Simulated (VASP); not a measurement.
# ZnCu in VASP: further runs, part 2 of 2

VASP 6.6.1. Earlier steps stand in the parts before.

### 5 Single point, BLYP

INCAR

```
SYSTEM = ZnCu
  PREC = Accurate
  ENCUT = 600
  EDIFF = 1E-6
  ISMEAR = -4
  SIGMA = 0.1
  LREAL = .False.
  LASPH = .True.
  NELM = 120
  ALGO = Normal
  ISIF = 2
  LWAVE = .False.
  LCHARG = .False.
  GGA = B5
  ALDAX = 1.0
  AGGAX = 1.0
  AGGAC = 1.0
  ALDAC = 0.0
  NBANDS = 18
  GGA_COMPAT = .False.
```

KPOINTS

```
Automatic mesh
0
Gamma
  6 6 6
  0 0 0
```

POSCAR

```
ZnCu
1.0
    2.9205539200      0.0000000000      0.0000000000
    0.0000000000      2.9205539200      0.0000000000
    0.0000000000      0.0000000000      2.9205539200
Zn Cu
1 1
Direct
    0.7670000000      0.9770000000      0.8930000000
    0.2670000000      0.4770000000      0.3930000000
```

The run is started by

```bash
$ cat potpaw_PBE.64/Zn/POTCAR potpaw_PBE.64/Cu/POTCAR > POTCAR
$ mpirun -np 1 vasp_std > vasp.out
```

It took 28 s on 1 thread of Intel Xeon 8259CL, shared host; peak memory 0.14 GiB.

It converged, with:

| Item | Value |
| --- | --- |
| Free energy | -2.9611 eV |
| Pressure | 14.6 GPa |

Levels at points of the mesh, in eV from the Fermi level:
```tsv
k point	band 7	band 8	band 9	band 10	band 11	band 12	band 13	band 14	band 15	band 16
(0.00, 0.00, 0.00)	-3.81	-3.81	-2.96	-2.96	-2.96	6.32	6.32	6.32	11.73	11.73
(0.50, 0.00, 0.00)	-5.23	-3.94	-3.52	-3.52	-3.04	-2.19	11.88	11.88	12.55	12.55
(0.50, 0.50, 0.00)	-3.60	-3.10	-3.10	-2.73	-1.81	-1.81	1.74	2.14	14.02	15.87
(0.50, 0.50, 0.50)	-4.52	-4.52	-2.71	-2.71	3.78	4.54	4.54	4.54	4.67	4.67
```

Caveat: the PAW data sets were made with another functional, which shifts forces and pressure a little.

### 6 Single point, PBE

INCAR

```
SYSTEM = ZnCu
ALGO     = Normal         ! electronic algorithm
EDIFF    = 1E-6           ! SCF threshold, eV
ENCUT    = 600            ! plane-wave cutoff, eV
GGA      = PE             ! functional
GGA_COMPAT= .FALSE.      
ISIF     = 2              ! what is computed and relaxed
ISMEAR   = 1              ! smearing method
LASPH    = .TRUE.         ! aspherical terms in the spheres
LCHARG   = .TRUE.         ! write CHGCAR
LELF     = .TRUE.         ! ELF
LREAL    = .FALSE.        ! projectors in reciprocal space
LVHAR    = .TRUE.       
LWAVE    = .FALSE.        ! write WAVECAR
NBANDS   = 18             ! bands
NELM     = 120            ! most SCF steps
PREC     = Accurate       ! precision mode
SIGMA    = 0.013          ! smearing width, eV
```

KPOINTS

```
k-points
0
G
  6 6 6
  0 0 0
```

POSCAR

```
ZnCu
1.0
    2.9205539200      0.0000000000      0.0000000000
    0.0000000000      2.9205539200      0.0000000000
    0.0000000000      0.0000000000      2.9205539200
Zn Cu
1 1
Direct
    0.5000000000      0.5000000000      0.5000000000
    0.0000000000      0.0000000000      0.0000000000
```

Potentials or basis: VASP PAW PBE potentials, release 64 (Zn, Cu).

The run is started by

```bash
$ cat potpaw_PBE.64/Zn/POTCAR potpaw_PBE.64/Cu/POTCAR > POTCAR
$ mpirun -np 1 vasp_std > vasp.out
```

OUTCAR:

```text
SYSTEM = ZnCu
   EDIFF = 1E-6
   ENCUT = 600
   GGA = PE
   ISIF = 2
   ISMEAR = 1
   LASPH = .TRUE.
   LREAL = .FALSE.
   NELM = 120
   PREC = Accurate

 ion  position               nearest neighbor table
   1  0.500  0.500  0.500-   2 2.53   2 2.53   2 2.53   2 2.53   2 2.53   2 2.53   2 2.53   2 2.53

   2  0.000  0.000  0.000-   1 2.53   1 2.53   1 2.53   1 2.53   1 2.53   1 2.53   1 2.53   1 2.53

  LATTYP: Found a simple cubic cell.
 ALAT       =     2.9205539200

  Lattice vectors:

 A1 = (   2.9205539200,   0.0000000000,   0.0000000000)
 A2 = (   0.0000000000,   2.9205539200,   0.0000000000)
 A3 = (   0.0000000000,   0.0000000000,   2.9205539200)

Analysis of symmetry for initial positions (statically):
=====================================================================
 Subroutine PRICEL returns:
 Original cell was already a primitive cell.

 Routine SETGRP: Setting up the symmetry group for a
 simple cubic supercell.

 Subroutine GETGRP returns: Found 48 space group operations
 (whereof 48 operations were pure point group operations)
 out of a pool of 48 trial point group operations.

[... 155 lines left out ...]

  energy without entropy =       -4.90130700  energy(sigma->0) =       -4.90133486

 E-fermi :   5.7562     XC(G=0): -12.5414

 val. band max:        5.7186082096   @ k =   0.5000   0.3333   0.3333
 cond. band min:       5.7639024349   @ k =   0.3333   0.3333   0.0000
 fundamental gap:      0.0452942252
 Fermi energy:         5.7561937952

 k-point     1 :       0.0000    0.0000    0.0000
  band No.  band energies     occupation
      1      -4.7492      2.00000
      2      -2.1344      2.00000
      3      -2.1344      2.00000
      4      -1.3935      2.00000
      5      -1.3935      2.00000
      6      -1.3935      2.00000
[... 397 lines left out ...]
      5      -1.0773      2.00000
      6       1.3747      2.00000
[... 10 lines left out ...]
     17      10.3778      0.00000
     18      12.1466      0.00000

------------------------ aborting loop because EDIFF is reached ----------------------------------------

  FORCE on cell =-STRESS in cart. coord.  units (eV):
  Direction    XX          YY          ZZ          XY          YZ          ZX
  --------------------------------------------------------------------------------------
  -------------------------------------------------------------------------------------
  Total        1.1122468      1.1122468      1.1122468      0.0000000     -0.0000000     -0.0000000
  in kB       71.5345862     71.5345862     71.5345862      0.0000000     -0.0000000     -0.0000000
  external PRESSURE =      71.5345862 kB  Pullay stress =       0.0000000 kB

 VOLUME and BASIS-vectors are now :
 -----------------------------------------------------------------------------
  energy-cutoff  :      600.00
  volume of cell :       24.91
      direct lattice vectors                 reciprocal lattice vectors
     2.920553920  0.000000000  0.000000000     0.342400800  0.000000000  0.000000000
     0.000000000  2.920553920  0.000000000     0.000000000  0.342400800  0.000000000
     0.000000000  0.000000000  2.920553920     0.000000000  0.000000000  0.342400800

 POSITION                                       TOTAL-FORCE (eV/Angst)
 -----------------------------------------------------------------------------------
      1.46028      1.46028      1.46028         0.000000      0.000000      0.000000
      0.00000      0.00000      0.00000         0.000000      0.000000      0.000000
 -----------------------------------------------------------------------------------
    total drift:                                0.000000      0.000000     -0.000000

  FREE ENERGIE OF THE ION-ELECTRON SYSTEM (eV)
  ---------------------------------------------------
  free  energy   TOTEN  =        -4.9013487919 eV

  energy  without entropy=       -4.9013070040  energy(sigma->0) =       -4.90133486
```

stdout:

```text
POSCAR found type information on POSCAR ZnCu
 POSCAR found :  2 types and       2 ions
 scaLAPACK will be used
 LDA part: xc-table for (Slater+PW92), standard interpolation
 POSCAR, INCAR and KPOINTS ok, starting setup
 FFT: planning ... GRIDC
 FFT: planning ... GRID_SOFT
 FFT: planning ... GRID
 WAVECAR not read
 entering main loop
```

It took 18 s on 1 thread of Intel Xeon 8259CL, shared host; peak memory 0.14 GiB.

Results:

```
Free energy : -4.9013 eV
Pressure    : 7.2 GPa
```

Levels at points of the mesh, in eV from the Fermi level:
```csv
k point,band 9,band 10,band 11,band 12,band 13,band 14
"(0.00, 0.00, 0.00)",-2.76,-2.76,-2.76,6.35,6.35,6.35
"(0.50, 0.00, 0.00)",-3.33,-3.33,-2.84,-2.01,11.96,11.96
"(0.50, 0.50, 0.00)",-2.91,-2.52,-1.94,-1.94,1.90,2.23
"(0.50, 0.50, 0.50)",-2.50,-2.50,4.07,4.43,4.43,4.43
```

### 7 The runs side by side

```tsv
level	cutoff (eV)	smearing	gap on the mesh (eV)	pressure (GPa)
PBE	520	gaussian 0.1 eV	none	7.0
PBE	600	gaussian 0.0069 eV	none	7.2
PBE	600	gaussian 0.1 eV	none	6.7
BLYP	600	tetrahedron	none	14.6
PBE	600	methfessel-paxton 0.013 eV	none	7.2
```

Some of these runs hold the atoms at other places in the same cell, which the table doesn't show; runs alike in all that it shows share one row.

Alike in all rows: task single point; potentials or basis VASP PAW PBE potentials, release 64 (Zn, Cu); no spin polarisation; cell as given; k mesh 6 × 6 × 6.

Every run on the cell as given and a fine mesh finds a metal. The pressure there spans 6.7 GPa (PBE) to 14.6 GPa (BLYP); a positive pressure means that this level wants a larger cell, a negative one a smaller.

Caveats: the PAW data sets were made with another functional, which shifts forces and pressure a little (some runs).

Absolute energies hang on the potentials; compare differences alone.
